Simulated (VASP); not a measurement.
Runs of VASP 6.6.1 on SmNbS3. The structure is that of space group Pm-3m (No. 221), or close to it. The cells are those of the table. The cell was built from a structure type or drawn by symmetry, and may not be a known phase.

```tsv
task	spin	cell	gap on the mesh (eV)	pressure (GPa)	moment (μB)
relaxation of cell and atoms	collinear	relaxed from a = 4.948 Å, 5 atoms	none	0.0	2.00
single point	off	a = 4.948 Å, 5 atoms	none	10.7	-
single point	collinear	a = 5.230 Å, 5 atoms	none	(a)	2.00
single point	collinear	a = 4.948 Å, 5 atoms	none	12.1	2.04
```

Alike in all rows: level PBE; potentials or basis VASP PAW PBE potentials, release 64 (Sm_3, Nb_sv, S), 4f in core; k mesh 4 × 4 × 4; cutoff (eV) 500; smearing gaussian 0.1 eV.

Q: Estimate the missing entries.

A: (a) 0.5.

Caveats: spin-orbit coupling is left out, which moves the levels of the heavy elements; the 4f electrons are frozen in the core, so they carry no moment and show no levels; the magnetic or orbital state may not be the lowest (at least some runs); the cell stands under pressure (at least some runs).

A k mesh can miss the band edges, and the runs leave out spin-orbit coupling on Nb, Sm.

A gap of «none» marks levels without a gap at the run's occupations.
